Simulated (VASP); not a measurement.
Write the native input for VASP 6.6.1 that does the following.

- Task: single point
- Functional: LDA
- Potentials or basis: VASP PAW LDA potentials, release 64 (Ta_pv)
- Cutoff: 520 eV
- k mesh: 22 × 22 × 22
- Occupations: methfessel-paxton, width 0.02 eV
- Spin: no spin polarisation
- Dipole correction: no
- Further INCAR settings: ALGO = Fast; EDIFF = 1e-06; NBANDS = 12

The structure of Ta lies in POSCAR:

```
Ta
1.0
   -1.5996433287      1.5996433287      1.7596076615
    1.5996433287     -1.5996433287      1.7596076615
    1.5996433287      1.5996433287     -1.7596076615
Ta
1
Direct
    0.0000000000      0.0000000000      0.0000000000
```

This cell differs from its parent crystal: ratio of the length along z to the lengths across it x 1.1, volume and fractional coordinates fixed.

The input as run:

INCAR

```
  PREC = Accurate
  ENCUT = 520
  EDIFF = 1E-6
  ISMEAR = 1
  SIGMA = 0.02
  LREAL = False
  LASPH = True
  NELM = 100
  ALGO = Fast
  ISIF = 2
  LWAVE = False
  LCHARG = True
  GGA = CA
  LELF = True
  LVHAR = True
  NBANDS = 12
```

KPOINTS

```
regular mesh
0
Gamma
  22 22 22
```

Potentials or basis: VASP PAW LDA potentials, release 64 (Ta_pv).

Run with:

```console
$ cat potpaw_LDA.64/Ta_pv/POTCAR > POTCAR
$ mpirun -np 1 vasp_std > vasp.out
```

Results of the run:

```json
{
  "Pressure": "-7.5 GPa"
}
```

Run time: 92 s on 1 thread of Intel Xeon 6975P-C, on a shared host, peak memory 0.28 GiB.
